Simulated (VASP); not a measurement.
# PtSe2 (P4_2/mnm) in VASP: single point with PBEsol

Aim: the single point of PtSe2 with PBEsol.

Everything below comes from runs of VASP 6.6.1. Logs are shortened: lines on timing, memory, paths and dates and some standing lists are left out, and cuts for length are marked.

### Step 1. The cell of the first run

Symmetry: P4_2/mnm, No. 136, tetragonal system. Conventional cell: a = 5.695 Å, b = 5.695 Å, c = 3.974 Å, α = 90.00°, β = 90.00°, γ = 90.00°. Pt (site symmetry mmm) has 6 Se at 2.50 to 2.51 Å within 3.3 Å. Se (site symmetry m2m) has 3 Pt at 2.50 to 2.51 Å and 1 Se at 3.06 Å within 3.3 Å.

### Step 2. Single point, PBEsol

File INCAR:

```
SYSTEM = PtSe2
  ALGO = Normal
  EDIFF = 1E-6
  ENCUT = 520
  GGA = PS
  ISIF = 2
  ISMEAR = -1
  LASPH = .True.
  LCHARG = .True.
  LELF = .True.
  LREAL = .False.
  LVHAR = .True.
  LWAVE = .False.
  NBANDS = 31
  NELM = 80
  PREC = Accurate
  SIGMA = 0.03
```

File KPOINTS:

```
k-points
0
Gamma
  4 4 6
  0 0 0
```

File POSCAR:

```
PtSe2
1.0
    5.6946004622      0.0000000000      0.0000000000
    0.0000000000      5.6946004622      0.0000000000
    0.0000000000      0.0000000000      3.9744825830
Pt Se
2 4
Direct
    0.5000000000      0.5000000000      0.5000000000
    0.0000000000      0.0000000000      0.0000000000
    0.6901459774      0.6901459774      0.0000000000
    0.8098540226      0.1901459774      0.5000000000
    0.3098540226      0.3098540226      0.0000000000
    0.1901459774      0.8098540226      0.5000000000
```

Potentials or basis: VASP PAW PBE potentials, release 64 (Pt, Se).

Launch:

```bash
> cat potpaw_PBE.64/Pt/POTCAR potpaw_PBE.64/Se/POTCAR > POTCAR
> mpirun -np 1 vasp_std > vasp.out
```

OUTCAR:

```text
SYSTEM = PtSe2
   EDIFF = 1E-6
   ENCUT = 520
   GGA = PS
   ISIF = 2
   ISMEAR = -1
   LASPH = .True.
   LREAL = .False.
   NELM = 80
   PREC = Accurate

 ion  position               nearest neighbor table
   1  0.500  0.500  0.500-   4 2.50   6 2.50   5 2.51   3 2.51   3 2.51   5 2.51
   2  0.000  0.000  0.000-   3 2.50   5 2.50   4 2.51   6 2.51   4 2.51   6 2.51
   3  0.690  0.690  0.000-   2 2.50   1 2.51   1 2.51
   4  0.810  0.190  0.500-   1 2.50   2 2.51   2 2.51
   5  0.310  0.310  0.000-   2 2.50   1 2.51   1 2.51
   6  0.190  0.810  0.500-   1 2.50   2 2.51   2 2.51

  LATTYP: Found a simple tetragonal cell.
 ALAT       =     5.6946004622
 C/A-ratio  =     0.6979387947

  Lattice vectors:

 A1 = (   5.6946004622,   0.0000000000,   0.0000000000)
 A2 = (   0.0000000000,   5.6946004622,   0.0000000000)
 A3 = (   0.0000000000,   0.0000000000,   3.9744825830)

Analysis of symmetry for initial positions (statically):
=====================================================================
 Subroutine PRICEL returns:
 Original cell was already a primitive cell.

 Routine SETGRP: Setting up the symmetry group for a
 simple tetragonal supercell.

 Subroutine GETGRP returns: Found 16 space group operations
 (whereof  8 operations were pure point group operations)
 out of a pool of 16 trial point group operations.

The static configuration has the point symmetry D_2h.
 The point group associated with its full space group is D_4h.

Analysis of symmetry for dynamics (positions and initial velocities):
=====================================================================
 Subroutine PRICEL returns:
 Original cell was already a primitive cell.

 Routine SETGRP: Setting up the symmetry group for a
 simple tetragonal supercell.

 Subroutine GETGRP returns: Found 16 space group operations
 (whereof  8 operations were pure point group operations)
 out of a pool of 16 trial point group operations.

The dynamic configuration has the point symmetry D_2h.
 The point group associated with its full space group is D_4h.

 Subroutine INISYM returns: Found 16 space group operations
 (whereof  8 operations are pure point group operations),
 and found     1 'primitive' translations

----------------------------------------------------------------------------------------

                                     Primitive cell

  volume of cell :     128.8864

  direct lattice vectors                    reciprocal lattice vectors
     5.694600462  0.000000000  0.000000000     0.175604945  0.000000000  0.000000000
     0.000000000  5.694600462  0.000000000     0.000000000  0.175604945  0.000000000
     0.000000000  0.000000000  3.974482583     0.000000000  0.000000000  0.251605078

  length of vectors
     5.694600462  5.694600462  3.974482583     0.175604945  0.175604945  0.251605078

  position of ions in fractional coordinates (direct lattice)
     0.500000000  0.500000000  0.500000000
     0.000000000  0.000000000  0.000000000
     0.690145977  0.690145977  0.000000000
     0.809854023  0.190145977  0.500000000
     0.309854023  0.309854023  0.000000000
     0.190145977  0.809854023  0.500000000

  ion indices of the primitive-cell ions
   primitive index   ion index
                 1           1
                 2           2
                 3           3
                 4           4
                 5           5
                 6           6

----------------------------------------------------------------------------------------

 KPOINTS: k-points

Automatic generation of k-mesh.
 Grid dimensions read from file:
 generate k-points for:    4    4    6

 Generating k-lattice:

  Cartesian coordinates                     Fractional coordinates (reciprocal lattice)
     0.043901236  0.000000000  0.000000000     0.250000000  0.000000000  0.000000000
     0.000000000  0.043901236  0.000000000     0.000000000  0.250000000  0.000000000
     0.000000000  0.000000000  0.041934180     0.000000000  0.000000000  0.166666667

  Length of vectors
     0.043901236  0.043901236  0.041934180

  Shift w.r.t. Gamma in fractional coordinates (k-lattice)
     0.000000000  0.000000000  0.000000000

 Subroutine IBZKPT returns following result:
 ===========================================

 Found     24 irreducible k-points:

 Following reciprocal coordinates:
            Coordinates               Weight
  0.000000  0.000000  0.000000      1.000000
  0.250000  0.000000  0.000000      4.000000
  0.500000  0.000000  0.000000      2.000000
  0.250000  0.250000  0.000000      4.000000
  0.500000  0.250000  0.000000      4.000000
  0.500000  0.500000  0.000000      1.000000
[... 16 lines left out ...]
  0.500000  0.250000  0.500000      4.000000
  0.500000  0.500000  0.500000      1.000000
   k-points           NKPTS =     24   k-points in BZ     NKDIM =     24   number of bands    NBANDS=     31
   number of dos      NEDOS =    301   number of ions     NIONS =      6
   total plane-waves  NPLWV =  52920
   dimension x,y,z NGX =    42 NGY =   42 NGZ =   30
   dimension x,y,z NGXF=    84 NGYF=   84 NGZF=   60
   ions per type =               2   4
   NGX,Y,Z   is equivalent  to a cutoff of  12.26, 12.26, 12.55 a.u.
   NGXF,Y,Z  is equivalent  to a cutoff of  24.52, 24.52, 25.10 a.u.
 SYSTEM =  PtSe2
   PREC   = accura    normal or accurate (medium, high low for compatibility)
   ISTART =      0    job   : 0-new  1-cont  2-samecut
   ICHARG =      2    charge: 1-file 2-atom 10-const
   ISPIN  =      1    spin polarized calculation?
   LNONCOLLINEAR =      F non collinear calculations
   LSORBIT =      F    spin-orbit coupling
   LASPH  =      T    aspherical Exc in radial PAW
   ENCUT  =  520.0 eV  38.22 Ry    6.18 a.u.  10.59 10.59  7.39*2*pi/ulx,y,z
   NELM   =     80;   NELMIN=  2; NELMDL= -5     # of ELM steps
   EDIFF  = 0.1E-05   stopping-criterion for ELM
   LREAL  =      F    real-space projection
   EDIFFG = 0.1E-04   stopping-criterion for IOM
   NSW    =      0    number of steps for IOM
   IBRION =     -1    ionic relax: 0-MD 1-quasi-New 2-CG
   NFREE  =      0    steps in history (QN), initial steepest desc. (CG)
   ISIF   =      2    stress and relaxation
   ISYM   =      2    0-nonsym 1-usesym 2-fastsym
   POTIM  = 0.5000    time-step for ionic-motion
   TEBEG  =    0.0;   TEEND  =   0.0 temperature during run
   PSTRESS=    0.0 pullay stress
   NELECT =      44.0000    total number of electrons
   NUPDOWN=      -1.0000    fix difference up-down
   EMIN   =  10.00;   EMAX   =-10.00  energy-range for DOS
   EFERMI =   0.00;   METHOD = LEGACY
   ISMEAR =    -1;   SIGMA  =   0.03  broadening in eV -4-tet -1-fermi 0-gaus
   EFERMI_NEDOS =   21; number of points for ismear=-14 and -15
   IALGO  =     38    algorithm
   IMIX   =      4    mixing-type and parameters
     AMIX     =   0.40;   BMIX     =  1.00
     AMIX_MAG =   1.60;   BMIX_MAG =  1.00
  volume/ion in A,a.u.               =      21.48       144.96
  Fermi-wavevector in a.u.,A,eV,Ry     =   1.144169  2.162165 17.811683  1.309122
  Thomas-Fermi vector in A             =   2.280861
   LORBIT       =      0    0 simple, 1 ext, 2 COOP (PROOUT), +10 PAW based schemes
   GGA     = PS    functional components
   LHFCALC =     F    Hartree Fock is set to
   AEXX    =    0.0000 exact exchange contribution
   IVDW    =     0    specifies the selected vdW correction
   LEPSILON=     F    determine dielectric tensor
   LRPA    =     F    only Hartree local field effects (RPA)
 non-spin polarized calculation
  energy-cutoff  :      520.00
  volume of cell :      128.89
 maximum number of plane-waves:      3484
   NGX = 21   NGY = 21   NGZ = 15

 number of electron      44.0000000 magnetization

 Free energy of the ion-electron system (eV)
  ---------------------------------------------------
  ext. energy  EPLUGINS =         0.00000000
  ---------------------------------------------------
  free energy    TOTEN  =       -29.79580499 eV

  energy without entropy =      -29.76738809  energy(sigma->0) =      -29.78159654

 E-fermi :   5.0607     XC(G=0): -10.5133

 val. band max:        5.0598740976   @ k =   0.5000   0.0000   0.5000
 cond. band min:       5.0611232259   @ k =   0.2500   0.0000   0.5000
 fundamental gap:      0.0012491283
 Fermi energy:         5.0607481299

 k-point     1 :       0.0000    0.0000    0.0000
  band No.  band energies     occupation
      1      -9.8082      2.00000
      2      -8.1474      2.00000
      3      -7.5534      2.00000
      4      -7.5534      2.00000
      5      -2.5824      2.00000
      6      -1.6020      2.00000
[... 23 lines left out ...]
     30      10.0083      0.00000
     31      11.3078      0.00000

 k-point     2 :       0.2500    0.0000    0.0000
  band No.  band energies     occupation
      1      -9.6126      2.00000
      2      -8.4296      2.00000
      3      -7.6249      2.00000
      4      -7.5779      2.00000
      5      -2.0429      2.00000
      6      -1.3982      2.00000
[... 23 lines left out ...]
     30      10.5827      0.00000
     31      12.1486      0.00000

 k-point     3 :       0.5000    0.0000    0.0000
  band No.  band energies     occupation
      1      -9.0784      2.00000
      2      -9.0784      2.00000
      3      -7.6250      2.00000
      4      -7.6250      2.00000
      5      -1.2331      2.00000
      6      -1.2331      2.00000
[... 23 lines left out ...]
     30      11.1947      0.00000
     31      13.0077      0.00000

 k-point     4 :       0.2500    0.2500    0.0000
  band No.  band energies     occupation
      1      -9.4502      2.00000
      2      -8.5917      2.00000
      3      -7.6483      2.00000
      4      -7.6443      2.00000
      5      -2.0675      2.00000
      6      -1.1720      2.00000
[... 23 lines left out ...]
     30      11.1105      0.00000
     31      12.7349      0.00000

 k-point     5 :       0.5000    0.2500    0.0000
  band No.  band energies     occupation
      1      -9.0308      2.00000
      2      -9.0308      2.00000
      3      -7.6790      2.00000
      4      -7.6790      2.00000
      5      -1.6938      2.00000
      6      -1.6938      2.00000
[... 23 lines left out ...]
     30      11.3545      0.00000
     31      12.5228      0.00000
[... 542 lines left out ...]
     30      11.7392      0.00000
     31      12.8469      0.00000

 k-point    22 :       0.2500    0.2500    0.5000
  band No.  band energies     occupation
      1      -8.3813      2.00000
      2      -8.2101      2.00000
      3      -7.9883      2.00000
      4      -7.7698      2.00000
      5      -1.6704      2.00000
      6      -1.2278      2.00000
[... 23 lines left out ...]
     30      12.7155      0.00000
     31      13.4308      0.00000

 k-point    23 :       0.5000    0.2500    0.5000
  band No.  band energies     occupation
      1      -8.2560      2.00000
      2      -8.2560      2.00000
      3      -7.9092      2.00000
      4      -7.9092      2.00000
      5      -1.6434      2.00000
      6      -1.6434      2.00000
[... 23 lines left out ...]
     30      11.7372      0.00000
     31      13.6892      0.00000

 k-point    24 :       0.5000    0.5000    0.5000
  band No.  band energies     occupation
      1      -8.2984      2.00000
      2      -8.2984      2.00000
      3      -7.8308      2.00000
      4      -7.8308      2.00000
      5      -1.8099      2.00000
      6      -1.8099      2.00000
[... 23 lines left out ...]
     30      10.9688      0.00000
     31      13.2006      0.00000

------------------------ aborting loop because EDIFF is reached ----------------------------------------

  FORCE on cell =-STRESS in cart. coord.  units (eV):
  Direction    XX          YY          ZZ          XY          YZ          ZX
  --------------------------------------------------------------------------------------
  -------------------------------------------------------------------------------------
  Total        0.0570090      0.0570090      0.0591624      0.0000000      0.0000000      0.0000000
  in kB        0.7086747      0.7086747      0.7354432      0.0000000      0.0000000      0.0000000
  external PRESSURE =       0.7175975 kB  Pullay stress =       0.0000000 kB

 VOLUME and BASIS-vectors are now :
 -----------------------------------------------------------------------------
  energy-cutoff  :      520.00
  volume of cell :      128.89
      direct lattice vectors                 reciprocal lattice vectors
     5.694600462  0.000000000  0.000000000     0.175604945  0.000000000  0.000000000
     0.000000000  5.694600462  0.000000000     0.000000000  0.175604945  0.000000000
     0.000000000  0.000000000  3.974482583     0.000000000  0.000000000  0.251605078

 POSITION                                       TOTAL-FORCE (eV/Angst)
 -----------------------------------------------------------------------------------
      2.84730      2.84730      1.98724         0.000000      0.000000     -0.000000
      0.00000      0.00000      0.00000         0.000000      0.000000     -0.000000
      3.93011      3.93011      0.00000         0.000596      0.000596     -0.000000
      4.61180      1.08281      1.98724        -0.000596      0.000596     -0.000000
      1.76449      1.76449      0.00000        -0.000596     -0.000596      0.000000
      1.08281      4.61180      1.98724         0.000596     -0.000596     -0.000000
 -----------------------------------------------------------------------------------
    total drift:                                0.000000     -0.000000     -0.000000

  FREE ENERGIE OF THE ION-ELECTRON SYSTEM (eV)
  ---------------------------------------------------
  free  energy   TOTEN  =       -29.7958049856 eV

  energy  without entropy=      -29.7673880908  energy(sigma->0) =      -29.78159654
```

Wall time 77 s (1 thread of AMD EPYC 7R43 (Zen 3), shared host); peak memory 0.22 GiB.

What came out:

```
Free energy            : -29.7958 eV
Pressure               : 0.1 GPa
Band gap on the k mesh : zero (band 22 reaches 5.31 eV, above the bottom of band 23 at 4.90 eV)
```

Caveat: the PAW data sets were made with another functional, which shifts forces and pressure a little; spin-orbit coupling is left out, which moves the levels of the heavy elements.
